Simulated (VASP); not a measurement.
Ru: single point with PBEsol

Ru:

```
Ru
1.0
     2.70413    0.00000    0.00000
    -1.35206    2.34184    0.00000
     0.00000    0.00000    4.20708
Ru
2
Direct
  0.33333 0.66667 0.25000
  0.66667 0.33333 0.75000
```

This cell differs from its parent crystal: volume 13.321 Å^3 an atom, c/a of the conventional cell 1.5558.

```json
{
 "Program": "VASP 6.6.1",
 "Task": "single point",
 "Functional": "PBEsol",
 "Potentials or basis": "VASP PAW PBE potentials, release 64 (Ru_pv)",
 "Cutoff": "520 eV",
 "k mesh": "21 × 21 × 12",
 "Occupations": "gaussian, width 0.15 eV",
 "Spin": "no spin polarisation"
}
```

```json
{"Pressure": "0.3 GPa", "Band gap on the k mesh": "zero (band 14 reaches 14.61 eV, above the bottom of band 15 at 11.29 eV)"}
```

Stress tensor (GPa, compression positive):
```
-2.04  0.00  0.00
 0.00 -2.04  0.00
 0.00  0.00  4.93
```

Levels at points of the mesh, in eV from the Fermi level:
```
           k point  band 10  band 11  band 12  band 13  band 14  band 15  band 16  band 17  band 18  band 19
(0.00, 0.00, 0.00)    -2.72    -2.35    -1.97    -1.97    -1.58    -1.58     1.21     1.21     1.45    10.22
(0.00, 0.00, 0.50)    -2.93    -2.93    -2.93    -2.72    -2.72     0.57     0.57     0.57     0.57    10.24
```

It took 110 s on 1 thread of AMD EPYC 7R13 Processor (Zen 3), with other jobs on the host, peak memory 0.22 GiB.

Caveat: the PAW data sets were made with another functional, which shifts forces and pressure a little.
